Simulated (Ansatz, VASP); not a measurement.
# Two plane-wave programs on BaTe

The input INCAR:

```
  PREC = Accurate
  ENCUT = 520
  EDIFF = 1E-6
  ISMEAR = 0
  SIGMA = 0.05
  LREAL = F
  LASPH = T
  NELM = 60
  ALGO = Normal
  ISIF = 2
  LWAVE = F
  LCHARG = F
  GGA = RE
  NBANDS = 24
```

Contents of KPOINTS:

```
regular mesh
0
Gamma
  8 8 4
```

The input POSCAR:

```
BaTe
1.0
    5.9702102791      0.0000000000      0.0000000000
   -2.9851051396      5.1703537676      0.0000000000
    0.0000000000      0.0000000000      7.0024277399
Ba Te
2 2
Direct
    0.6666666667      0.3333333333      0.0625865676
    0.3333333333      0.6666666667      0.5625865676
    0.6666666667      0.3333333333      0.5626134324
    0.3333333333      0.6666666667      0.0626134324
```

Input for Ansatz:

```yaml
crystal:
  lattice:
    - [5.970210279079, 2.886777458209e-11, 0.0]
    - [-2.985105139565, 5.170353767603, 0.0]
    - [0.0, 0.0, 7.0024277399]
  atoms:
    - { symbol: Ba, position: [0.6666666666667, 0.3333333333333, 0.0625865676] }
    - { symbol: Ba, position: [0.3333333333333, 0.6666666666667, 0.5625865676] }
    - { symbol: Te, position: [0.6666666666667, 0.3333333333333, 0.5626134324] }
    - { symbol: Te, position: [0.3333333333333, 0.6666666666667, 0.0626134324] }
basis:
  ecutwfc: 420
  ecutrho_ratio: 4
  precision: f64
kpoints:
  mp_grid: { grid: [8, 8, 4] }
hamiltonian:
  xc: revpbe
scf:
  occupations: { method: gaussian, width: 0.05 }
  eigensolver: { kind: davidson }
output:
  forces: true
  stress: true
```

Alike in both runs: task single point; functional revPBE; k mesh 8 × 8 × 4; occupations gaussian, width 0.05 eV; no spin polarisation.

```csv
,VASP,Ansatz
version,VASP 6.6.1,Ansatz 0.2.0
potentials or method,"VASP PAW PBE potentials, release 64 (Ba_sv, Te), cutoff 520 eV","scalar-relativistic, plane waves, PAW"
valence electrons in the cell,32,52
```

```tsv
	VASP	Ansatz	Ansatz less VASP
pressure (GPa)	0.9	0.7	-0.23
traceless stress, the component that is largest in VASP (GPa)	0.12	0.07	-0.053
```

VASP's potentials were made for PBE, not for revPBE. With one functional, cell and mesh, what is left measures potentials, basis and numerics. VASP's potentials hold 32 valence electrons a cell and Ansatz's 52, so a difference there can come from the potentials and not from the codes.

Spin-orbit coupling is off throughout.
